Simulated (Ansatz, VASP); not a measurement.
# Two plane-wave programs on WS2

The input INCAR:

```
SYSTEM = WS2
ALGO = Normal
EDIFF = 1E-7
ENCUT = 520
GGA = PE
ISIF = 2
ISMEAR = 0
LASPH = .True.
LCHARG = .True.
LELF = .True.
LREAL = .False.
LVHAR = .True.
LWAVE = .False.
NBANDS = 20
NELM = 100
PREC = Accurate
SIGMA = 0.05
```

File KPOINTS:

```
k-points
0
Gamma
  12 12 2
  0 0 0
```

The input POSCAR:

```
WS2
1.0
    3.1835163552      0.0000000000      0.0000000000
   -1.5917581776      2.7570060369      0.0000000000
    0.0000000000      0.0000000000     16.9505778900
W S
1 2
Direct
    0.3333333300      0.6666666700      0.0000000000
    0.6666666700      0.3333333300      0.9079994900
    0.6666666700      0.3333333300      0.1008497658
```

Input for Ansatz:

```yaml
crystal:
  lattice:
    - [3.1835163552, 0.0, 0.0]
    - [-1.5917581776, 2.7570060369, 0.0]
    - [0.0, 0.0, 16.95057789]
  atoms:
    - { symbol: W, position: [0.33333333, 0.66666667, 0.0] }
    - { symbol: S, position: [0.66666667, 0.33333333, 0.90799949] }
    - { symbol: S, position: [0.66666667, 0.33333333, 0.1008497658] }
basis:
  ecutwfc: 420
  fft_grid_basis: typed
kpoints:
  mp_grid: { grid: [12, 12, 2] }
hamiltonian:
  xc: pbe
scf:
  occupations: { method: gaussian, width: 0.05 }
output:
  forces: true
  stress: true
  eigenvalues: true
  bader: true
  write_density: true
  volumetric_format: npy
```

Alike in both runs: task single point; functional PBE; k mesh 12 × 12 × 2; occupations gaussian, width 0.05 eV; no spin polarisation.

|  | VASP | Ansatz |
| --- | --- | --- |
| version | VASP 6.6.1 | Ansatz 0.2.0 |
| potentials or method | VASP PAW PBE potentials, release 64 (W_sv, S), cutoff 520 eV | scalar-relativistic, plane waves, PAW |
| valence electrons in the cell | 26 | 26 |

VASP gave:

```
gap on the k mesh at the Fermi level (eV) : 1.74
rms of the force components (eV/Å)        : 0.969
```

Task: What did Ansatz give for the same quantities?

Result: gap on the k mesh at the Fermi level (eV): 1.74; rms of the force components (eV/Å): 0.970.

Atom by atom the forces differ by 0.002 eV/Å (rms over components). With one functional, cell and mesh, what is left measures potentials, basis and numerics.

Neither program's run includes spin-orbit coupling.
